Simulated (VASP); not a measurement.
A run of VASP 6.6.1 is set up as follows.

The input INCAR:

```
PREC = Accurate
ENCUT = 520
EDIFF = 1E-8
ISMEAR = 0
SIGMA = 0.01
LREAL = F
LASPH = T
NELM = 80
ALGO = Normal
ISIF = 2
LWAVE = F
LCHARG = T
GGA = PS
IBRION = 8
NSW = 1
LEPSILON = T
```

File KPOINTS:

```
Automatic mesh
0
Gamma
  6 6 4
```

The input POSCAR:

```
KBr
1.0
    4.5193711453      0.0000000000      0.0000000000
   -2.2596855727      3.9138902209      0.0000000000
    0.0000000000      0.0000000000      7.9673343302
K Br
2 2
Direct
    0.0000000000      0.0000000000      0.0000000000
    0.0000000000      0.0000000000      0.5000000000
    0.3333333333      0.6666666667      0.2500000000
    0.6666666667      0.3333333333      0.7500000000
```

Potentials or basis: VASP PAW PBE potentials, release 64 (K_sv, Br).

Launch:

```bash
$ cat potpaw_PBE.64/K_sv/POTCAR potpaw_PBE.64/Br/POTCAR > POTCAR
$ mpirun -np 1 vasp_std > vasp.out
```

Estimate the electronic dielectric tensor (diagonal).

2.61, 2.61, 2.63.

What does it give for the Born charges (mean of the diagonal)?

K +1.13; Br -1.13 e.

Predict the highest phonon frequency at Γ, LO-TO splitting left out.

155 cm⁻¹.

Electronic dielectric tensor:
```
2.61 0.00 0.00
0.00 2.61 0.00
0.00 0.00 2.63
```
